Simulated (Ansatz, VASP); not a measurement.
# InSe: VASP beside Ansatz

The input INCAR:

```
PREC = Accurate ; ENCUT = 520
EDIFF = 1E-6 ; ISMEAR = -1
SIGMA = 0.02 ; LREAL = F
LASPH = T ; NELM = 100
ALGO = Normal ; ISIF = 2
LWAVE = F ; LCHARG = F
GGA = PE ; NBANDS = 27
```

File KPOINTS:

```
Automatic mesh
0
Gamma
  7 7 6
```

File POSCAR:

```
InSe
1.0
    5.8679026766     -2.0550000000      0.0000000000
    5.8679026766      2.0550000000      0.0000000000
   -1.5994156962      0.0000000000      4.3236564064
In Se
2 2
Direct
    0.8840000000      0.8840000000      0.0050000000
    0.1160000000      0.1160000000      0.9950000000
    0.6600000000      0.6600000000      0.6420000000
    0.3400000000      0.3400000000      0.3580000000
```

Input for Ansatz:

```yaml
crystal:
  lattice:
    - [5.8679026766, -2.055, 0.0]
    - [5.8679026766, 2.055, 0.0]
    - [-1.5994156962, 0.0, 4.3236564064]
  atoms:
    - { symbol: In, position: [0.884, 0.884, 0.005] }
    - { symbol: In, position: [0.116, 0.116, 0.995] }
    - { symbol: Se, position: [0.66, 0.66, 0.642] }
    - { symbol: Se, position: [0.34, 0.34, 0.358] }
kpoints:
  mp_grid: { grid: [7, 7, 6] }
  band_path:
    path:
      - [0.0, 0.0, 0.0]
      - [-0.2848576481, 0.2848576481, 0.0]
      - [-0.7151423519, -0.2848576481, 0.0]
      - [-0.5, -0.5, 0.0]
      - [0.0, 0.0, 0.0]
      - [-0.5, -0.5, 0.5]
      - [-0.7459295213, -0.2540704787, 0.5]
      - [-0.2540704787, 0.2540704787, 0.5]
      - [0.0, 0.0, 0.5]
    npoints: 14
scf:
  occupations: { method: fermi_dirac, width: 0.02 }
hamiltonian:
  xc: pbe
  pseudopotentials: { kind: all_electron, lapw: { basis_error: 0.0005 } }
output:
  forces: true
  stress: true
  eigenvalues: true
  populations: true
  dos: { projected: true, de: 0.2, e_range: [-14, 8] }
```

Alike in both runs: task single point; functional PBE; k mesh 7 × 7 × 6; occupations fermi-dirac, width 0.02 eV; no spin polarisation.

|  | VASP | Ansatz |
| --- | --- | --- |
| version | VASP 6.6.1 | Ansatz 0.2.0 |
| potentials or method | VASP PAW PBE potentials, release 64 (In_d, Se), cutoff 520 eV | all-electron LAPW, scalar-relativistic |

Ansatz gave:

```
gap on the k mesh at the Fermi level (eV)                     : 0.95
pressure (GPa)                                                : 2.9
traceless stress, the component that is largest in VASP (GPa) : 2.40
rms of the force components (eV/Å)                            : 0.386
```

**Question.** Estimate VASP's values.

**Answer.** gap on the k mesh at the Fermi level (eV): 0.94; pressure (GPa): 3.0; traceless stress, the component that is largest in VASP (GPa): 2.40; rms of the force components (eV/Å): 0.386.

Atom by atom the forces differ by 0.007 eV/Å (rms over components). Ansatz ran all-electron here, and VASP with PAW potentials.
